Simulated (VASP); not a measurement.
TiAl:

```
Al Ti
1.0
     3.08101    0.00000    0.00000
     0.00000    3.08101    0.00000
     0.00000    0.00000    3.08101
Al Ti
1 1
Direct
  0.00000 0.00000 0.00000
  0.50000 0.50000 0.50000
```

- Program: VASP 6.6.1
- Task: relaxation of cell and atoms
- Functional: PBEsol
- Potentials or basis: VASP PAW PBE potentials, release 64 (Al, Ti_sv)
- Cutoff: 600 eV
- k mesh: 6 × 6 × 6
- Occupations: gaussian, width 0.1 eV
- Spin: no spin polarisation

At the start: pressure 9.8 GPa; volume 14.62 Å³/atom.

Q: How do energy, volume and symmetry change on relaxing?

A: Over 3 steps the energy falls by 30.9 meV/atom and the volume is 15.71 Å³/atom (+7.4 %); space group Pm-3m (No. 221, to 0.05 Å).

Step by step:
```
step  energy change (eV)  largest force (eV/Å)  pressure (GPa)  volume (Å³)
   1              0.0000                0.0000            9.76        29.25
   2             -0.0276                0.0000           -5.89        33.18
   3             -0.0618                0.0000           -0.03        31.41
```

Final structure:
```yaml
crystal:
  lattice:
    - [3.15523, 0.00000, 0.00000]
    - [0.00000, 3.15523, 0.00000]
    - [0.00000, 0.00000, 3.15523]
  atoms:
    - { symbol: Al, position: [0.00000, 0.00000, 0.00000] }
    - { symbol: Ti, position: [0.50000, 0.50000, 0.50000] }
```

Caveat: the PAW data sets were made with another functional, which shifts forces and pressure a little.
